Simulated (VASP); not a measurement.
# Li (Pm-3m) in VASP: single point with PBE

Aim: the single point of Li with PBE.

Everything below comes from runs of VASP 6.6.1. Logs are shortened: lines on timing, memory, paths and dates and some standing lists are left out, and cuts for length are marked.

## 1. The cell of the first run

The structure is cubic, space group Pm-3m (No. 221). The conventional cell has a = 2.778 Å, b = 2.778 Å, c = 2.778 Å, α = 90.00°, β = 90.00°, γ = 90.00°. Li (site symmetry m-3m) has 6 Li at 2.78 Å within 3.7 Å.

This isn't the form of Li at room conditions, which is bcc.

## 2. Single point, PBE

Contents of INCAR:

```
PREC = Accurate ; ENCUT = 520
EDIFF = 1E-6 ; ISMEAR = 0
SIGMA = 0.15 ; LREAL = F
LASPH = T ; NELM = 100
ALGO = Fast ; ISIF = 2
LWAVE = F ; LCHARG = F
GGA = PE ; NBANDS = 8
```

Contents of KPOINTS:

```
Automatic mesh
0
Gamma
  22 22 22
```

Contents of POSCAR:

```
Li
1.0
   -0.9259839470      1.8519678940      1.8519678940
    1.8519678940     -0.9259839470      1.8519678940
    1.8519678940      1.8519678940     -0.9259839470
Li
1
Direct
    0.0000000000      0.0000000000      0.0000000000
```

Potentials or basis: VASP PAW PBE potentials, release 64 (Li_sv).

Started as:

```console
> cat potpaw_PBE.64/Li_sv/POTCAR > POTCAR
> mpirun -np 1 vasp_std > vasp.out
```

OUTCAR:

```text
PREC = Accurate
   ENCUT = 520
   EDIFF = 1E-6
   ISMEAR = 0
   LREAL = F
   LASPH = T
   NELM = 100
   ISIF = 2
   GGA = PE

 ion  position               nearest neighbor table
   1  0.000  0.000  0.000-

  LATTYP: Found a simple cubic cell.
 ALAT       =     2.7779518410

  Lattice vectors:

 A1 = (  -0.9259839470,   1.8519678940,   1.8519678940)
 A2 = (   1.8519678940,  -0.9259839470,   1.8519678940)
 A3 = (   1.8519678940,   1.8519678940,  -0.9259839470)

Analysis of symmetry for initial positions (statically):
=====================================================================
 Subroutine PRICEL returns:
 Original cell was already a primitive cell.

 Routine SETGRP: Setting up the symmetry group for a
 simple cubic supercell.

 Subroutine GETGRP returns: Found 48 space group operations
 (whereof 48 operations were pure point group operations)
 out of a pool of 48 trial point group operations.

The static configuration has the point symmetry O_h .

Analysis of symmetry for dynamics (positions and initial velocities):
=====================================================================
 Subroutine PRICEL returns:
 Original cell was already a primitive cell.

 Routine SETGRP: Setting up the symmetry group for a
 simple cubic supercell.

 Subroutine GETGRP returns: Found 48 space group operations
 (whereof 48 operations were pure point group operations)
 out of a pool of 48 trial point group operations.

The dynamic configuration has the point symmetry O_h .

 Subroutine INISYM returns: Found 48 space group operations
 (whereof 48 operations are pure point group operations),
 and found     1 'primitive' translations

----------------------------------------------------------------------------------------

                                     Primitive cell

  volume of cell :      21.4375

  direct lattice vectors                    reciprocal lattice vectors
    -0.925983947  1.851967894  1.851967894    -0.119992481  0.239984962  0.239984962
     1.851967894 -0.925983947  1.851967894     0.239984962 -0.119992481  0.239984962
     1.851967894  1.851967894 -0.925983947     0.239984962  0.239984962 -0.119992481

  length of vectors
     2.777951841  2.777951841  2.777951841     0.359977443  0.359977443  0.359977443

  position of ions in fractional coordinates (direct lattice)
     0.000000000  0.000000000  0.000000000

  ion indices of the primitive-cell ions
   primitive index   ion index
                 1           1

----------------------------------------------------------------------------------------

 KPOINTS: Automatic mesh

Automatic generation of k-mesh.
 Grid dimensions read from file:
 generate k-points for:   22   22   22

 Generating k-lattice:

  Cartesian coordinates                     Fractional coordinates (reciprocal lattice)
    -0.005454204  0.010908407  0.010908407     0.045454545  0.000000000  0.000000000
     0.010908407 -0.005454204  0.010908407     0.000000000  0.045454545  0.000000000
     0.010908407  0.010908407 -0.005454204     0.000000000  0.000000000  0.045454545

  Length of vectors
     0.016362611  0.016362611  0.016362611

  Shift w.r.t. Gamma in fractional coordinates (k-lattice)
     0.000000000  0.000000000  0.000000000

 Subroutine IBZKPT returns following result:
 ===========================================

 Found    364 irreducible k-points:

 Following reciprocal coordinates:
            Coordinates               Weight
  0.000000  0.000000  0.000000      1.000000
  0.045455  0.000000  0.000000      6.000000
  0.090909  0.000000  0.000000      6.000000
  0.136364  0.000000  0.000000      6.000000
  0.181818  0.000000  0.000000      6.000000
  0.227273  0.000000  0.000000      6.000000
[... 16 lines left out ...]
  0.500000  0.045455  0.000000     12.000000
  0.090909  0.090909  0.000000     12.000000
 [... further k-points ...]
   k-points           NKPTS =    364   k-points in BZ     NKDIM =    364   number of bands    NBANDS=      8
   number of dos      NEDOS =    301   number of ions     NIONS =      1
   total plane-waves  NPLWV =  13824
   dimension x,y,z NGX =    24 NGY =   24 NGZ =   24
   dimension x,y,z NGXF=    48 NGYF=   48 NGZF=   48
   ions per type =               1
   NGX,Y,Z   is equivalent  to a cutoff of  14.36, 14.36, 14.36 a.u.
   NGXF,Y,Z  is equivalent  to a cutoff of  28.73, 28.73, 28.73 a.u.
 SYSTEM =  unknown system
   PREC   = accura    normal or accurate (medium, high low for compatibility)
   ISTART =      0    job   : 0-new  1-cont  2-samecut
   ICHARG =      2    charge: 1-file 2-atom 10-const
   ISPIN  =      1    spin polarized calculation?
   LNONCOLLINEAR =      F non collinear calculations
   LSORBIT =      F    spin-orbit coupling
   LASPH  =      T    aspherical Exc in radial PAW
   ENCUT  =  520.0 eV  38.22 Ry    6.18 a.u.   5.17  5.17  5.17*2*pi/ulx,y,z
   NELM   =    100;   NELMIN=  2; NELMDL= -5     # of ELM steps
   EDIFF  = 0.1E-05   stopping-criterion for ELM
   LREAL  =      F    real-space projection
   EDIFFG = 0.1E-04   stopping-criterion for IOM
   NSW    =      0    number of steps for IOM
   IBRION =     -1    ionic relax: 0-MD 1-quasi-New 2-CG
   NFREE  =      0    steps in history (QN), initial steepest desc. (CG)
   ISIF   =      2    stress and relaxation
   ISYM   =      2    0-nonsym 1-usesym 2-fastsym
   POTIM  = 0.5000    time-step for ionic-motion
   TEBEG  =    0.0;   TEEND  =   0.0 temperature during run
   PSTRESS=    0.0 pullay stress
   NELECT =       3.0000    total number of electrons
   NUPDOWN=      -1.0000    fix difference up-down
   EMIN   =  10.00;   EMAX   =-10.00  energy-range for DOS
   EFERMI =   0.00;   METHOD = LEGACY
   ISMEAR =     0;   SIGMA  =   0.15  broadening in eV -4-tet -1-fermi 0-gaus
   EFERMI_NEDOS =   21; number of points for ismear=-14 and -15
   IALGO  =     68    algorithm
   IMIX   =      4    mixing-type and parameters
     AMIX     =   0.40;   BMIX     =  1.00
     AMIX_MAG =   1.60;   BMIX_MAG =  1.00
  volume/ion in A,a.u.               =      21.44       144.67
  Fermi-wavevector in a.u.,A,eV,Ry     =   0.849944  1.606162  9.828924  0.722406
  Thomas-Fermi vector in A             =   1.965845
   LORBIT       =      0    0 simple, 1 ext, 2 COOP (PROOUT), +10 PAW based schemes
   GGA     = PE    functional components
   LHFCALC =     F    Hartree Fock is set to
   AEXX    =    0.0000 exact exchange contribution
   IVDW    =     0    specifies the selected vdW correction
   LEPSILON=     F    determine dielectric tensor
   LRPA    =     F    only Hartree local field effects (RPA)
 non-spin polarized calculation
 RMM-DIIS sequential band-by-band and
 Gauss-broadening in eV      SIGMA  =   0.15
  energy-cutoff  :      520.00
  volume of cell :       21.44
 maximum number of plane-waves:       597
 NGX is ok and might be reduce to    24
   NGX = 11   NGY = 11   NGZ = 11

 number of electron       3.0000012 magnetization

 Free energy of the ion-electron system (eV)
  ---------------------------------------------------
  ext. energy  EPLUGINS =         0.00000000
  ---------------------------------------------------
  free energy    TOTEN  =        -1.78634520 eV

  energy without entropy =       -1.78181214  energy(sigma->0) =       -1.78407867

 E-fermi :   0.4395     XC(G=0):  -6.9068

 val. band max:        0.4369759842   @ k =   0.5000   0.1818   0.0455
 cond. band min:       0.4493983341   @ k =   0.3182   0.2727   0.2273
 fundamental gap:      0.0124223499
 Fermi energy:         0.4394906771

 k-point     1 :       0.0000    0.0000    0.0000
  band No.  band energies     occupation
      1     -46.4252      2.00000
      2      -2.9840      2.00000
      3      11.9894      0.00000
      4      11.9894      0.00000
      5      11.9894      0.00000
      6      14.3290      0.00000
      7      14.3290      0.00000
      8      20.1696      0.00000

 k-point     2 :       0.0455    0.0000    0.0000
  band No.  band energies     occupation
      1     -46.4249      2.00000
      2      -2.9537      2.00000
      3      11.3377      0.00000
      4      12.0245      0.00000
      5      12.0245      0.00000
      6      14.3684      0.00000
      7      15.0221      0.00000
      8      20.1550      0.00000

 k-point     3 :       0.0909    0.0000    0.0000
  band No.  band energies     occupation
      1     -46.4238      2.00000
      2      -2.8630      2.00000
      3      10.1793      0.00000
      4      12.1294      0.00000
      5      12.1294      0.00000
      6      14.4866      0.00000
      7      16.2840      0.00000
      8      20.1349      0.00000

 k-point     4 :       0.1364    0.0000    0.0000
  band No.  band energies     occupation
      1     -46.4221      2.00000
      2      -2.7125      2.00000
      3       8.9725      0.00000
      4      12.3027      0.00000
      5      12.3027      0.00000
      6      14.6833      0.00000
      7      17.5549      0.00000
      8      20.2049      0.00000

 k-point     5 :       0.1818    0.0000    0.0000
  band No.  band energies     occupation
      1     -46.4200      2.00000
      2      -2.5033      2.00000
      3       7.8011      0.00000
      4      12.5417      0.00000
      5      12.5417      0.00000
      6      14.9579      0.00000
      7      18.4332      0.00000
      8      20.6713      0.00000
[... 177 lines left out ...]
 k-point    22 :       0.4545    0.0455    0.0000
  band No.  band energies     occupation
      1     -46.4076      2.00000
      2      -0.3362      2.00000
      3       2.5480      0.00000
      4      14.3001      0.00000
      5      14.7157      0.00000
      6      17.3995      0.00000
      7      18.3668      0.00000
      8      19.6242      0.00000

 k-point    23 :       0.5000    0.0455    0.0000
  band No.  band energies     occupation
      1     -46.4072      2.00000
      2      -0.1816      2.00000
      3       2.3278      0.00000
      4      14.4375      0.00000
      5      14.8286      0.00000
      6      17.2872      0.00000
      7      18.6955      0.00000
      8      19.3383      0.00000

 k-point    24 :       0.0909    0.0909    0.0000
  band No.  band energies     occupation
      1     -46.4224      2.00000
      2      -2.7414      2.00000
      3       9.8067      0.00000
      4      10.9618      0.00000
      5      12.2691      0.00000
      6      15.6679      0.00000
      7      17.1072      0.00000
      8      20.0140      0.00000

 [... further k-points ...]

------------------------ aborting loop because EDIFF is reached ----------------------------------------

  FORCE on cell =-STRESS in cart. coord.  units (eV):
  Direction    XX          YY          ZZ          XY          YZ          ZX
  --------------------------------------------------------------------------------------
  -------------------------------------------------------------------------------------
  Total       -0.0849097     -0.0849097     -0.0849097     -0.0000000     -0.0000000     -0.0000000
  in kB       -6.3459088     -6.3459088     -6.3459088     -0.0000000     -0.0000000     -0.0000000
  external PRESSURE =      -6.3459088 kB  Pullay stress =       0.0000000 kB

 VOLUME and BASIS-vectors are now :
 -----------------------------------------------------------------------------
  energy-cutoff  :      520.00
  volume of cell :       21.44
      direct lattice vectors                 reciprocal lattice vectors
    -0.925983947  1.851967894  1.851967894    -0.119992481  0.239984962  0.239984962
     1.851967894 -0.925983947  1.851967894     0.239984962 -0.119992481  0.239984962
     1.851967894  1.851967894 -0.925983947     0.239984962  0.239984962 -0.119992481

 POSITION                                       TOTAL-FORCE (eV/Angst)
 -----------------------------------------------------------------------------------
      0.00000      0.00000      0.00000        -0.000000     -0.000000     -0.000000
 -----------------------------------------------------------------------------------
    total drift:                               -0.000000      0.000000     -0.000000

  FREE ENERGIE OF THE ION-ELECTRON SYSTEM (eV)
  ---------------------------------------------------
  free  energy   TOTEN  =        -1.7863451983 eV

  energy  without entropy=       -1.7818121446  energy(sigma->0) =       -1.78407867
```

It took 24 s on 1 thread of Intel Xeon Platinum 8488C (Sapphire Rapids), shared host; peak memory 0.16 GiB.

Results:

```yaml
Free_energy: -1.7863 eV
Band_gap_on_the_k_mesh: zero (an odd number of electrons rules out a gap without spin polarisation)
```

Caveat: the cutoff is under 1.25 times the usual one of these potentials, so pressure, stress and relaxed cells hold a basis-set (Pulay) error.
